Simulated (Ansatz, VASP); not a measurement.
# One calculation of Ga2SbP, two programs

The input INCAR:

```
  PREC = Accurate
  ENCUT = 520
  EDIFF = 1E-6
  ISMEAR = -1
  SIGMA = 0.02
  LREAL = F
  LASPH = T
  NELM = 80
  ALGO = Normal
  ISIF = 2
  LWAVE = F
  LCHARG = F
  GGA = PE
  NBANDS = 46
```

KPOINTS

```
regular mesh
0
Gamma
  6 6 6
```

The input POSCAR:

```
Ga2SbP
1.0
   -2.8976500483      2.8976500483      5.7475823663
    2.8976500483     -2.8976500483      5.7475823663
    2.8976500483      2.8976500483     -5.7475823663
P Ga Sb
2 4 2
Direct
    0.0000000000      0.0000000000      0.0000000000
    0.2500000000      0.7500000000      0.5000000000
    0.6250000000      0.6622384098      0.5372384098
    0.9122384098      0.3750000000      0.0372384098
    0.1250000000      0.0877615902      0.4627615902
    0.3377615902      0.8750000000     -0.0372384098
    0.5000000000      0.5000000000      0.0000000000
    0.7500000000      0.2500000000      0.5000000000
```

Input for Ansatz:

```yaml
crystal:
  lattice:
    - [-2.8976500483, 2.8976500483, 5.7475823663]
    - [2.8976500483, -2.8976500483, 5.7475823663]
    - [2.8976500483, 2.8976500483, -5.7475823663]
  atoms:
    - { symbol: P, position: [0.0, 0.0, 0.0] }
    - { symbol: Ga, position: [0.625, 0.6622384098, 0.5372384098] }
    - { symbol: P, position: [0.25, 0.75, 0.5] }
    - { symbol: Ga, position: [0.9122384098, 0.375, 0.0372384098] }
    - { symbol: Sb, position: [0.5, 0.5, 0.0] }
    - { symbol: Ga, position: [0.125, 0.0877615902, 0.4627615902] }
    - { symbol: Sb, position: [0.75, 0.25, 0.5] }
    - { symbol: Ga, position: [0.3377615902, 0.875, -0.0372384098] }
kpoints:
  mp_grid: { grid: [6, 6, 6] }
  band_path:
    path:
      - [[0.0, 0.0, 0.0], [-7.714319310545e-18, 7.714319310545e-18, 0.5], [0.25, 0.25, 0.25], [5.345790267849e-17, 0.5, -5.345790267849e-17], [0.0, 0.0, 0.0], [0.5, 0.5, -0.5], [0.3135420862397, 0.6864579137603, -0.3135420862397]]
      - [[-0.3135420862397, 0.3135420862397, 0.3135420862397], [0.0, 0.0, 0.0]]
      - [[-7.714319310545e-18, 7.714319310545e-18, 0.5], [-0.1270841724795, 0.1270841724795, 0.5]]
      - [[0.5, 0.5, -0.1270841724795], [0.5, 0.5, -0.5]]
    npoints: 10
hamiltonian:
  xc: pbe
scf:
  occupations: { method: fermi_dirac, width: 0.02 }
  n_extra_bands: 6
output:
  forces: true
  stress: true
  eigenvalues: true
```

Alike in both runs: task single point; functional PBE; k mesh 6 × 6 × 6; occupations fermi-dirac, width 0.02 eV; no spin polarisation.

|  | VASP | Ansatz |
| --- | --- | --- |
| version | VASP 6.6.1 | Ansatz 0.2.0 |
| potentials or method | VASP PAW PBE potentials, release 64 (P, Ga_d, Sb) | plane waves, PAW |
| plane-wave cutoff (eV) | 520 | 420 |
| valence electrons in the cell | 72 | 92 |

```csv
,VASP,Ansatz,Ansatz less VASP
gap on the k mesh at the Fermi level (eV),0.77,0.77,0.000
pressure (GPa),2.2,2.1,-0.04
rms of the force components (eV/Å),0.022,0.018,-0.0044
```

VASP's potentials hold 72 valence electrons a cell and Ansatz's 92, so a difference there can come from the potentials and not from the codes.

Neither program's run includes spin-orbit coupling.
